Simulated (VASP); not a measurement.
Set up this calculation in VASP 6.6.1, as the native input.

* Task: single point
* Functional: PBE
* Potentials or basis: VASP PAW PBE potentials, release 64 (Na_pv, F)
* Cutoff: 520 eV
* k mesh: 8 × 8 × 8
* Occupations: gaussian, width 0.01 eV
* Spin: no spin polarisation
* Dipole correction: no
* Further INCAR settings: ALGO = Normal; EDIFF = 1e-07; NBANDS = 14

The structure of NaF (Villiaumite) lies in POSCAR:

```
NaF
1.0
    0.0000000000      2.3017763966      2.3017763966
    2.3017763966      0.0000000000      2.3017763966
    2.3017763966      2.3017763966      0.0000000000
Na F
1 1
Direct
    0.0000000000      0.0000000000      0.0000000000
    0.5000000000      0.5000000000      0.5000000000
```

This cell differs from its parent crystal: volume changed by -6%.

One way to write it, as run:

INCAR

```
SYSTEM = NaF
PREC     = Accurate       ! precision mode
ENCUT    = 520            ! plane-wave cutoff, eV
EDIFF    = 1E-7           ! SCF threshold, eV
ISMEAR   = 0              ! smearing method
SIGMA    = 0.01           ! smearing width, eV
LREAL    = .FALSE.        ! projectors in reciprocal space
LASPH    = .TRUE.         ! aspherical terms in the spheres
NELM     = 80             ! most SCF steps
ALGO     = Normal         ! electronic algorithm
ISIF     = 2              ! what is computed and relaxed
LWAVE    = .FALSE.        ! write WAVECAR
LCHARG   = .FALSE.        ! write CHGCAR
GGA      = PE             ! functional
NBANDS   = 14             ! bands
```

KPOINTS

```
regular mesh
0
G
  8 8 8
  0 0 0
```

Potentials or basis: VASP PAW PBE potentials, release 64 (Na_pv, F).

Launch:

```bash
$ cat potpaw_PBE.64/Na_pv/POTCAR potpaw_PBE.64/F/POTCAR > POTCAR
$ mpirun -np 1 vasp_std > vasp.out
```

It gave:

| Quantity | Value |
| --- | --- |
| Pressure | 3.1 GPa |
| Band gap on the k mesh | 6.41 eV, direct |

Wall time 5 s on 1 thread of AMD EPYC 9R45 96-Core Processor (Zen 5), with other jobs on the host, peak memory 0.1 GiB.
